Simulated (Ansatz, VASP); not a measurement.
# One calculation of ZnO, two programs

```
Zn O
1.0
     3.24931    0.00000    0.00000
    -1.62465    2.81398    0.00000
     0.00000    0.00000    5.20571
Zn O
2 2
Direct
  0.33333 0.66667 0.50000
  0.66667 0.33333 0.00000
  0.66667 0.33333 0.37901
  0.33333 0.66667 0.87901
```

Alike in both runs: task single point; functional PBEsol; k mesh 6 × 6 × 4; no spin polarisation.

|  | VASP | Ansatz |
| --- | --- | --- |
| version | VASP 6.6.1 | Ansatz 0.2.0 |
| potentials or method | VASP PAW PBE potentials, release 64 (Zn, O_h) | plane waves, PAW |
| plane-wave cutoff (eV) | 1340 | 420 |
| occupations | gaussian, width 0.01 eV | fixed |
| valence electrons in the cell | 36 | 36 |

```tsv
	VASP	Ansatz	Ansatz less VASP
gap on the k mesh at the Fermi level (eV)	0.69	0.70	+0.012
pressure (GPa)	-0.7	-1.5	-0.79
traceless stress, the component that is largest in VASP (GPa)	1.12	1.08	-0.040
rms of the force components (eV/Å)	0.037	0.036	-0.0017
```

VASP's potentials were made for PBE, not for PBEsol. Atom by atom the forces differ by 0.002 eV/Å (rms over components).
